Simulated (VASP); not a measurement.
Write the native input for VASP 6.6.1 that does the following.

* Task: single point
* Functional: r2SCAN
* Potentials or basis: VASP PAW PBE potentials, release 64 (Ba_sv, Ti_sv, O)
* Cutoff: 520 eV
* k mesh: 8 × 8 × 8
* Occupations: gaussian, width 0.05 eV
* Spin: no spin polarisation
* Dipole correction: no
* Further INCAR settings: ALGO = Normal; EDIFF = 1e-06; NBANDS = 28

BaTiO3:

```xyz
5
Lattice="3.9940 0.0000 0.0000 0.0000 3.9940 0.0000 0.0000 0.0000 4.1139" Properties=species:S:1:pos:R:3 pbc="T T T"
Ba    1.9970    1.9970    2.0569
Ti    0.0000    0.0000    0.0000
O     1.9970    0.0000    0.0000
O     0.0000    1.9970    0.0000
O     0.0000    0.0000    2.0569
```

This cell differs from its parent crystal: strain +0.0300 x Voigt [0, 0, 1, 0, 0, 0].

One way to write it, as run:

POSCAR

```
BaTiO3
1.0
    3.9940382582      0.0000000000      0.0000000000
    0.0000000000      3.9940382582      0.0000000000
    0.0000000000      0.0000000000      4.1138594059
Ba Ti O
1 1 3
Direct
    0.5000000000      0.5000000000      0.5000000000
    0.0000000000      0.0000000000      0.0000000000
    0.5000000000      0.0000000000      0.0000000000
    0.0000000000      0.5000000000      0.0000000000
    0.0000000000      0.0000000000      0.5000000000
```

INCAR.step1

```
  PREC = Accurate
  ENCUT = 520
  ISMEAR = 0
  SIGMA = 0.05
  LREAL = False
  LASPH = True
  NELM = 100
  NBANDS = 28
  GGA = PE
  ALGO = Normal
  EDIFF = 1E-4
  LWAVE = True
  LCHARG = False
```

INCAR.step2

```
  PREC = Accurate
  ENCUT = 520
  EDIFF = 1E-6
  ISMEAR = 0
  SIGMA = 0.05
  LREAL = False
  LASPH = True
  NELM = 100
  ALGO = Normal
  ISIF = 2
  LWAVE = False
  LCHARG = False
  METAGGA = R2SCAN
  LMIXTAU = True
  NBANDS = 28
  ISTART = 1
```

KPOINTS

```
regular mesh
0
Gamma
  8 8 8
```

Potentials or basis: VASP PAW PBE potentials, release 64 (Ba_sv, Ti_sv, O).

Launch:

```bash
$ cat potpaw_PBE.64/Ba_sv/POTCAR potpaw_PBE.64/Ti_sv/POTCAR potpaw_PBE.64/O/POTCAR > POTCAR
$ cp INCAR.step1 INCAR
$ mpirun -np 1 vasp_std > vasp.out
$ cp INCAR.step2 INCAR
$ mpirun -np 1 vasp_std > vasp.out
```

It gave:

```yaml
Pressure: -3.0 GPa
Band_gap_on_the_k_mesh: 2.03 eV (least direct gap 2.23 eV)
```

Caveat: the cell differs from its parent crystal (strain +0.0300 x Voigt [0, 0, 1, 0, 0, 0]); the stress differs along the axes, from -6 to -1 GPa; the PAW data sets were made with another functional, which shifts forces and pressure a little; spin-orbit coupling is left out, which moves the levels of the heavy elements.

It took 4.5 min on 1 thread of Intel(R) Xeon(R) 6975P-C (Granite Rapids), on a shared host, peak memory 0.27 GiB.
